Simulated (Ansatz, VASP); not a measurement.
## BaTe: VASP beside Ansatz

```xyz
2
Lattice="4.8095 0.0000 0.0000 -2.4048 4.1652 0.0000 0.0000 0.0000 4.4033" Properties=species:S:1:pos:R:3 pbc="T T T"
Ba    0.0000    2.7768    0.0000
Te    2.4048    1.3884    2.2017
```

Alike in both runs: task relaxation of cell and atoms; functional PBE; k mesh 6 × 6 × 6; occupations gaussian, width 0.02 eV; no spin polarisation.

|  | VASP | Ansatz |
| --- | --- | --- |
| version | VASP 6.6.1 | Ansatz 0.2.0 |
| potentials or method | VASP PAW PBE potentials, release 64 (Ba_sv, Te), cutoff 600 eV | scalar-relativistic, plane waves, PAW |
| valence electrons in the cell | 16 | 26 |

|  | VASP | Ansatz | Ansatz less VASP |
| --- | --- | --- | --- |
| gap on the k mesh at the Fermi level, each at its own relaxed structure (eV) | 1.49 | 1.52 | +0.033 |
| relaxed volume (Å³/atom) | 44.65 | 44.15 | -0.503 |
| relaxed cell length with the largest relative difference (Å) | 4.427 | 4.410 | -0.0174 |

VASP's potentials hold 16 valence electrons a cell and Ansatz's 26, so a difference there can come from the potentials and not from the codes.

Neither program's run includes spin-orbit coupling.
